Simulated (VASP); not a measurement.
# LiF (Fm-3m) in VASP: notebook, part 3 of 5

VASP 6.6.1. Earlier steps stand in the parts before.

### Step 5. Vibrations by perturbation theory, LDA (7.58 Å³/atom)

This run uses another cell than the first one, of 7.58 Å³/atom.

INCAR reads:

```
PREC     = Accurate       # precision mode
ENCUT    = 520            # plane-wave cutoff, eV
EDIFF    = 1E-8           # SCF threshold, eV
ISMEAR   = 0              # smearing method
SIGMA    = 0.01           # smearing width, eV
LREAL    = False          # projectors in reciprocal space
LASPH    = True           # aspherical terms in the spheres
NELM     = 80             # most SCF steps
ALGO     = Normal         # electronic algorithm
ISIF     = 2              # what is computed and relaxed
LWAVE    = False          # write WAVECAR
LCHARG   = False          # write CHGCAR
NBANDS   = 12             # bands
IBRION   = 8              # ionic algorithm
NSW      = 1              # ionic steps
```

KPOINTS reads:

```
Automatic mesh
0
Gamma
  10 10 10
```

POSCAR reads:

```
LiF
1.0
    0.0000000000      1.9641865307      1.9641865307
    1.9641865307      0.0000000000      1.9641865307
    1.9641865307      1.9641865307      0.0000000000
Li F
1 1
Direct
    0.0000000000      0.0000000000      0.0000000000
    0.5000000000      0.5000000000      0.5000000000
```

Potentials or basis: VASP PAW LDA potentials, release 64 (Li_sv, F).

Started as:

```sh
$ cat potpaw_LDA.64/Li_sv/POTCAR potpaw_LDA.64/F/POTCAR > POTCAR
$ mpirun -np 1 vasp_std > vasp.out
```

OUTCAR:

```text
PREC = Accurate
   ENCUT = 520
   EDIFF = 1E-8
   ISMEAR = 0
   LREAL = False
   LASPH = True
   NELM = 80
   ISIF = 2
   IBRION = 8
   NSW = 1

 ion  position               nearest neighbor table
   1  0.000  0.000  0.000-   2 1.96   2 1.96   2 1.96   2 1.96   2 1.96   2 1.96
   2  0.500  0.500  0.500-   1 1.96   1 1.96   1 1.96   1 1.96   1 1.96   1 1.96

  LATTYP: Found a face centered cubic cell.
 ALAT       =     3.9283730614

  Lattice vectors:

 A1 = (   0.0000000000,   1.9641865307,   1.9641865307)
 A2 = (   1.9641865307,   0.0000000000,   1.9641865307)
 A3 = (   1.9641865307,   1.9641865307,   0.0000000000)

Analysis of symmetry for initial positions (statically):
=====================================================================
 Subroutine PRICEL returns:
 Original cell was already a primitive cell.

 Routine SETGRP: Setting up the symmetry group for a
 face centered cubic supercell.

 Subroutine GETGRP returns: Found 48 space group operations
 (whereof 48 operations were pure point group operations)
 out of a pool of 48 trial point group operations.

The static configuration has the point symmetry O_h .

Analysis of symmetry for dynamics (positions and initial velocities):
=====================================================================
 Subroutine PRICEL returns:
 Original cell was already a primitive cell.

 Routine SETGRP: Setting up the symmetry group for a
 face centered cubic supercell.

 Subroutine GETGRP returns: Found 48 space group operations
 (whereof 48 operations were pure point group operations)
 out of a pool of 48 trial point group operations.

The dynamic configuration has the point symmetry O_h .

 Subroutine INISYM returns: Found 48 space group operations
 (whereof 48 operations are pure point group operations),
 and found     1 'primitive' translations

----------------------------------------------------------------------------------------

                                     Primitive cell

  volume of cell :      15.1558

  direct lattice vectors                    reciprocal lattice vectors
     0.000000000  1.964186531  1.964186531    -0.254558308  0.254558308  0.254558308
     1.964186531  0.000000000  1.964186531     0.254558308 -0.254558308  0.254558308
     1.964186531  1.964186531  0.000000000     0.254558308  0.254558308 -0.254558308

  length of vectors
     2.777779231  2.777779231  2.777779231     0.440907923  0.440907923  0.440907923

  position of ions in fractional coordinates (direct lattice)
     0.000000000  0.000000000  0.000000000
     0.500000000  0.500000000  0.500000000

  ion indices of the primitive-cell ions
   primitive index   ion index
                 1           1
[... 139 lines left out ...]
      7      23.6205      0.00000
      8      23.6205      0.00000
      9      23.6205      0.00000
     10      23.8337      0.00000
     11      23.8337      0.00000
     12      23.8337      0.00000
[... 331 lines left out ...]
 k-point    24 :       0.4000    0.3000    0.0000
  band No.  band energies     occupation
      1     -40.3309      2.00000
      2     -19.9611      2.00000
      3      -3.4499      2.00000
      4      -1.8191      2.00000
      5      -1.6901      2.00000
      6      12.6443      0.00000
      7      15.9904      0.00000
      8      18.1441      0.00000
      9      19.6969      0.00000
     10      20.7892      0.00000
     11      34.5411      0.00000
     12      35.0571      0.00000

 [... further k-points ...]

------------------------ aborting loop because EDIFF is reached ----------------------------------------

  FORCE on cell =-STRESS in cart. coord.  units (eV):
  Direction    XX          YY          ZZ          XY          YZ          ZX
  --------------------------------------------------------------------------------------
  -------------------------------------------------------------------------------------
  Total       -0.1413330     -0.1413330     -0.1413330      0.0000000      0.0000000      0.0000000
  in kB      -14.9408697    -14.9408697    -14.9408697      0.0000000      0.0000000      0.0000000
  external PRESSURE =     -14.9408697 kB  Pullay stress =       0.0000000 kB

 VOLUME and BASIS-vectors are now :
 -----------------------------------------------------------------------------
  energy-cutoff  :      520.00
  volume of cell :       15.16
      direct lattice vectors                 reciprocal lattice vectors
     0.000000000  1.964186531  1.964186531    -0.254558308  0.254558308  0.254558308
     1.964186531  0.000000000  1.964186531     0.254558308 -0.254558308  0.254558308
     1.964186531  1.964186531  0.000000000     0.254558308  0.254558308 -0.254558308

 POSITION                                       TOTAL-FORCE (eV/Angst)
 -----------------------------------------------------------------------------------
      0.00000      0.00000      0.00000         0.000000      0.000000     -0.000000
      1.96419      1.96419      1.96419        -0.000000     -0.000000      0.000000
 -----------------------------------------------------------------------------------
    total drift:                               -0.000000     -0.000000      0.000000

  FREE ENERGIE OF THE ION-ELECTRON SYSTEM (eV)
  ---------------------------------------------------
  free  energy   TOTEN  =       -10.4998418727 eV

  energy  without entropy=      -10.4998418727  energy(sigma->0) =      -10.49984187

[... ionic steps 2 to 3 ...]

--------------------------------------- Ionic step        4  -------------------------------------------

------------------------ aborting loop because EDIFF is reached ----------------------------------------

[... ionic steps 5 to 6 ...]

--------------------------------------- Ionic step        7  -------------------------------------------

 Free energy of the ion-electron system (eV)
  ---------------------------------------------------
  ---------------------------------------------------
  free energy    TOTEN  =        -0.50986497 eV

  energy without entropy =       -0.50986497

------------------------ aborting loop because EDIFF is reached ----------------------------------------

 INTERNAL STRAIN TENSOR  FOR ION    2  DIRECTION 1   (eV/Angst):
 -----------------------------------------------------------------------------
     0.00663 -0.00000  0.00000
    -0.00000  0.00537 -0.00000
     0.00000 -0.00000  0.00537

 INTERNAL STRAIN TENSOR FOR ION    2 for displacements in x,y,z  (eV/Angst):
          X           Y           Z          XY          YZ          ZX
  --------------------------------------------------------------------------------
  x     0.00000     0.00000     0.00000     0.00000     0.00000     0.00000
  y     0.00000     0.00000     0.00000     0.00000     0.00000     0.00000
  z     0.00000     0.00000     0.00000     0.00000     0.00000     0.00000

 SECOND DERIVATIVES (NOT SYMMETRIZED)
 ------------------------------------
               1X          1Y          1Z          2X          2Y          2Z
  1X    -2.059337    0.000000    0.000000    2.059337    0.000000    0.000000
  1Y     0.000000   -2.059337    0.000000    0.000000    2.059337    0.000000
  1Z     0.000000    0.000000   -2.059337    0.000000    0.000000    2.059337
  2X     2.093082    0.000000    0.000000   -2.093082    0.000000    0.000000
  2Y     0.000000    2.093082    0.000000    0.000000   -2.093082    0.000000
  2Z     0.000000    0.000000    2.093082    0.000000    0.000000   -2.093082

 Eigenvectors and eigenvalues of the dynamical matrix
 ----------------------------------------------------

   1 f  =    9.936072 THz    62.430185 2PiTHz  331.431702 cm-1    41.092275 meV
             X         Y         Z           dx          dy          dz
      0.000000  0.000000  0.000000    -0.852789    0.000000    0.000000
      1.964187  1.964187  1.964187     0.522255    0.000000    0.000000
[... 21 lines left out ...]
   6 f/i=    0.035963 THz     0.225965 2PiTHz    1.199610 cm-1     0.148733 meV
             X         Y         Z           dx          dy          dz
      0.000000  0.000000  0.000000     0.000000   -0.522255    0.000000
      1.964187  1.964187  1.964187     0.000000   -0.852789    0.000000

--------------------------------------------------------------------------------------------------------

 ELASTIC MODULI CONTR FROM IONIC RELAXATION (kBar)
 Direction    XX          YY          ZZ          XY          YZ          ZX
 --------------------------------------------------------------------------------
 XX           0.0000      0.0000      0.0000      0.0000      0.0000      0.0000
 YY           0.0000      0.0000      0.0000      0.0000      0.0000      0.0000
 ZZ           0.0000      0.0000      0.0000      0.0000      0.0000      0.0000
 XY           0.0000      0.0000      0.0000      0.0000      0.0000      0.0000
 YZ           0.0000      0.0000      0.0000      0.0000      0.0000      0.0000
 ZX           0.0000      0.0000      0.0000      0.0000      0.0000      0.0000
 --------------------------------------------------------------------------------
```

Run time: 33 s. Hardware: 1 thread of Intel Xeon 6975P-C (Granite Rapids), shared host; peak memory 0.16 GiB.

Results:

- Highest phonon frequency at Γ, LO-TO splitting left out: 331 cm⁻¹

Phonon frequencies in cm⁻¹ (negative: imaginary):
```tsv
q point	frequencies
(0.000, 0.000, 0.000)	-1 -1 -1 331 331 331
```

Caveat: the cell stands under pressure or tension, which shifts response properties; the cutoff is under 1.25 times the usual one of these potentials, so pressure, stress and relaxed cells hold a basis-set (Pulay) error.

(Part 3 of 5 ends here.)
